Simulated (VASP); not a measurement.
Cu:

```
CELL_PARAMETERS angstrom
2.53076 0.00000 0.00000
-1.26538 2.19171 0.00000
0.00000 0.00000 8.26182
ATOMIC_POSITIONS crystal
Cu 0.00000 0.00000 0.00000
Cu 0.00000 0.00000 0.50000
Cu 0.33333 0.66667 0.25000
Cu 0.66667 0.33333 0.75000
```

This isn't the form of Cu at room conditions, which is fcc.

```yaml
Program: VASP 6.6.1
Task: relaxation of cell and atoms
Functional: PBEsol
Dispersion: D3(BJ)
Potentials_or_basis: VASP PAW PBE potentials, release 64 (Cu_sv_GW)
Cutoff: 700 eV
k_mesh: 11 × 11 × 3
Occupations: methfessel-paxton, width 0.1 eV
Spin: no spin polarisation
```

At the start: pressure -14.7 GPa; volume 11.46 Å³/atom.

Question: Where does the relaxation end?

Answer: Over 5 steps the energy falls by 43.5 meV/atom and the volume is 10.58 Å³/atom (-7.7 %); space group P6_3/mmc (No. 194, to 0.1 Å) before and after.

Step by step:
```
step  energy change (eV)  largest force (eV/Å)  pressure (GPa)  volume (Å³)
   1              0.0000                0.0000          -14.68        45.83
   2              0.0145                0.0000           20.81        39.21
   3             -0.1739                0.0000           -0.26        42.38
   4             -0.1739                0.0000            0.06        42.31
   5             -0.1741                0.0000            0.07        42.31
```

Final structure:
```cif
data_structure
_symmetry_space_group_name_H-M 'P 1'
_symmetry_Int_Tables_number 1
_cell_length_a 2.4598
_cell_length_b 2.4598
_cell_length_c 8.0753
_cell_angle_alpha 90.000
_cell_angle_beta 90.000
_cell_angle_gamma 120.000
_cell_volume 42.31
loop_
_atom_site_label
_atom_site_type_symbol
_atom_site_fract_x
_atom_site_fract_y
_atom_site_fract_z
_atom_site_occupancy
Cu1 Cu 0.00000 0.00000 0.00000 1
Cu2 Cu 0.00000 0.00000 0.50000 1
Cu3 Cu 0.33333 0.66667 0.25000 1
Cu4 Cu 0.66667 0.33333 0.75000 1
```

Caveat: the PAW data sets were made with another functional, which shifts forces and pressure a little.
